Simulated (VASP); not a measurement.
CsZn4Mo:

```xyz
6
Lattice="4.4588 0.0000 0.0000 -2.2294 3.8615 0.0000 0.0000 0.0000 7.9392" Properties=species:S:1:pos:R:3 pbc="T T T"
Cs    0.0000    2.5743    3.9696
Zn    0.0000    2.5743    1.0726
Zn    0.0000    2.5743    6.8665
Zn    0.0000    0.0000    6.0392
Zn    0.0000    0.0000    1.8999
Mo    0.0000    0.0000    3.9696
```

The cell was built from a structure type or drawn by symmetry, and may not be a known phase.

```yaml
Program: VASP 6.6.1
Task: relaxation of cell and atoms
Functional: PBE
Potentials_or_basis: VASP PAW PBE potentials, release 64 (Cs_sv, Zn, Mo_sv)
Cutoff: 600 eV
k_mesh: 6 × 6 × 2
Occupations: gaussian, width 0.1 eV
Spin: no spin polarisation
```

At the start: pressure 21.0 GPa; volume 22.78 Å³/atom.

Task: Where does the relaxation end?

Result: Over 16 steps the energy falls by 613.4 meV/atom and the volume is 27.34 Å³/atom (+20.0 %); space group P-6m2 (No. 187, to 0.1 Å) before and after.

Step by step:
```tsv
step	energy change (eV)	largest force (eV/Å)	pressure (GPa)	volume (Å³)
1	0.0000	7.7882	20.99	136.69
2	-2.3728	0.6992	-2.95	200.65
3	-3.5669	0.1854	0.40	165.56
4	-3.5760	0.1719	0.69	164.50
5	-3.5821	0.1430	1.20	162.56
6	-3.6347	0.1011	0.31	167.02
7	-3.6470	0.1132	-0.19	170.34
8	-3.6471	0.1145	-0.22	170.68
9	-3.6471	0.1151	-0.28	170.84
10	-3.6505	0.1532	-0.10	169.93
11	-3.6527	0.2242	0.15	168.35
12	-3.6549	0.2125	0.13	168.09
13	-3.6607	0.1771	0.12	167.33
14	-3.6693	0.1175	0.15	165.79
15	-3.6770	0.1241	0.26	162.74
16	-3.6802	0.0359	-0.06	164.03
```

Final structure:
```yaml
crystal:
  lattice:
    - [4.68346, 0.00000, 0.00000]
    - [-2.34173, 4.05600, 0.00000]
    - [0.00000, 0.00000, 8.63499]
  atoms:
    - { symbol: Cs, position: [0.33333, 0.66667, 0.50000] }
    - { symbol: Zn, position: [0.33333, 0.66667, 0.14164] }
    - { symbol: Zn, position: [0.33333, 0.66667, 0.85836] }
    - { symbol: Zn, position: [0.00000, 0.00000, 0.80708] }
    - { symbol: Zn, position: [0.00000, 0.00000, 0.19292] }
    - { symbol: Mo, position: [0.00000, 0.00000, 0.50000] }
```

Caveat: the k points lie up to 0.36 Å⁻¹ apart in the final cell, too coarse for converged energies and pressures of a metal; the volume moved by over 15 % at a fixed basis, so the end points are rough.
